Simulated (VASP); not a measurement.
Write the native input for VASP 6.6.1 that does the following.

```
Task                   : single point
Functional             : PBE
Dispersion             : D3(BJ)
Potentials or basis    : VASP PAW PBE potentials, release 64 (C, Cl, H)
Cutoff                 : 520 eV
k mesh                 : 1 × 1 × 1
Occupations            : fermi-dirac, width 0.05 eV
Spin                   : no spin polarisation
Dipole correction      : no
Further INCAR settings : LREAL = Auto; ALGO = Normal; EDIFF = 1e-07; NBANDS = 82
```

The structure of H3CCl lies in POSCAR:

```
H3CCl
1.0
    9.0287150000      0.0000000000      0.0000000000
    0.0000000000      9.0287150000      0.0000000000
    0.0000000000      0.0000000000      9.0287150000
C Cl H
8 8 24
Direct
    0.0974487906      0.7238186209      0.3367883396
    0.4216311001      0.3628591283      0.4400860248
    0.9627827979      0.4763568507      0.7636471384
    0.9017742010      0.1023119805      0.2948117516
    0.8016647004      0.0557556362      0.7587793690
    0.3662464917      0.3235721117      0.0198940280
    0.3903513151      0.7303828228      0.9267288695
    0.5742523631      0.7505499998      0.3034316656
    0.1247790053      0.7942896665      0.5206461934
    0.4714969015      0.1704215625      0.4432475127
    0.7967269825      0.4742984649      0.6538317962
    1.0146706821      0.2494373960      0.2204016043
    0.7944153036     -0.0814048952      0.9033727636
    0.3773406941      0.2501151816     -0.1636746481
    0.2156990152      0.8271114725      0.9320074476
    0.5709798846      0.7943876457      0.4966630134
    0.1205250463      0.8122199474      0.2571952875
    0.1735905976      0.6311066078      0.3197177013
   -0.0169263324      0.6852229289      0.3272050577
    0.4373806954      0.4077393549      0.5514701842
    0.4940366905      0.4191585304      0.3610185141
    0.3054902538      0.3710494359      0.4063708239
    0.9423121393      0.4120885253      0.8643925040
    1.0518295956      0.4261047686      0.6987208208
    0.9890855084      0.5916525774      0.7900965138
    0.9640786618      0.0485748169      0.3839250213
    0.7992178880      0.1511225264      0.3369446895
    0.8795461910      0.0250530644      0.2041261599
    0.8975572871      0.1265790388      0.7795782639
    0.8133055268     -0.0027252248      0.6533913019
    0.6989057056      0.1196761031      0.7613973901
    0.3560550761      0.2316023552      0.0980367082
    0.4672780173      0.3870283471      0.0411981699
    0.2688014699      0.3953057751      0.0266961203
    0.3905080449      0.6568578284      0.8304316780
    0.4799741068      0.8118984158      0.9181518819
    0.4000884134      0.6657832198      1.0288438096
    0.5663610243      0.8533581988      0.2396751757
    0.6778012677      0.6925213640      0.2788929814
    0.4793836959      0.6790817489      0.2793314713
```

These files were run (other wordings do the same):

INCAR

```
SYSTEM = H3CCl
PREC = Accurate
ENCUT = 520
EDIFF = 1E-7
ISMEAR = -1
SIGMA = 0.05
LREAL = Auto
LASPH = .True.
NELM = 80
ALGO = Normal
ISIF = 2
LWAVE = .False.
LCHARG = .True.
GGA = PE
IVDW = 12
LELF = .True.
LVHAR = .True.
NBANDS = 82
```

KPOINTS

```
Automatic mesh
0
Gamma
  1 1 1
  0 0 0
```

Potentials or basis: VASP PAW PBE potentials, release 64 (C, Cl, H).

Launch:

```console
$ cat potpaw_PBE.64/C/POTCAR potpaw_PBE.64/Cl/POTCAR potpaw_PBE.64/H/POTCAR > POTCAR
$ mpirun -np 1 vasp_gam > vasp.out
```

It gave:

```
Pressure                   : -0.6 GPa
Largest force              : 0.240 eV/Å
Band gap on the k mesh     : 5.28 eV
Dispersion energy per atom : -0.041 eV
```

Caveat: the k points lie up to 0.70 Å⁻¹ apart.

Run time: 2.7 min on 1 thread of Intel(R) Xeon(R) Platinum 8259CL CPU @ 2.50GHz (Skylake/Cascade Lake) (shared host), peak memory 0.66 GiB.
